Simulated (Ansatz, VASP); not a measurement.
**Ge in VASP and in Ansatz**

Contents of INCAR:

```
SYSTEM = Ge
PREC = Accurate
ENCUT = 600
EDIFF = 1E-6
ISMEAR = 0
SIGMA = 0.1
LREAL = .False.
LASPH = .True.
NELM = 60
ALGO = Normal
ISIF = 3
LWAVE = .False.
LCHARG = .False.
GGA = PE
IBRION = 2
NSW = 100
EDIFFG = -0.01
```

KPOINTS

```
regular mesh
0
Gamma
  24 24 20
  0 0 0
```

File POSCAR:

```
Ge
1.0
    2.8480979621      0.0000000000      0.0000000000
   -1.4240489810      2.4665251876      0.0000000000
    0.0000000000      0.0000000000      2.8042968660
Ge
1
Direct
    0.0000000000      0.0000000000      0.5000000000
```

Input for Ansatz:

```yaml
crystal:
  lattice:
    - [2.8480979621, 0.0, 0.0]
    - [-1.424048981, 2.4665251876, 0.0]
    - [0.0, 0.0, 2.804296866]
  atoms:
    - { symbol: Ge, position: [0.0, 0.0, 0.5] }
basis:
  ecutwfc: 420
kpoints:
  mp_grid: { grid: [24, 24, 20] }
hamiltonian:
  xc: pbe
scf:
  occupations: { method: gaussian, width: 0.1 }
output:
  forces: true
  stress: true
  eigenvalues: true
relax:
  adjacent_minimum: "off"
  f_tol: 0.01
  max_steps: 80
  cell: { stress_tol: 0.05 }
```

Alike in both runs: task relaxation of cell and atoms; functional PBE; k mesh 24 × 24 × 20; occupations gaussian, width 0.1 eV; no spin polarisation.

|  | VASP | Ansatz |
| --- | --- | --- |
| version | VASP 6.6.1 | Ansatz 0.2.0 |
| potentials or method | VASP PAW PBE potentials, release 64 (Ge_d), cutoff 600 eV | scalar-relativistic, plane waves, PAW |
| valence electrons in the cell | 14 | 14 |

|  | VASP | Ansatz | Ansatz less VASP |
| --- | --- | --- | --- |
| gap on the k mesh at the Fermi level, each at its own relaxed structure (eV) | none | none | - |
| relaxed volume (Å³/atom) | 19.35 | 19.33 | -0.019 |
| relaxed cell length with the largest relative difference (Å) | 2.880 | 2.879 | -0.0011 |

A gap of «none» marks a metal or a gap that the smearing closes.
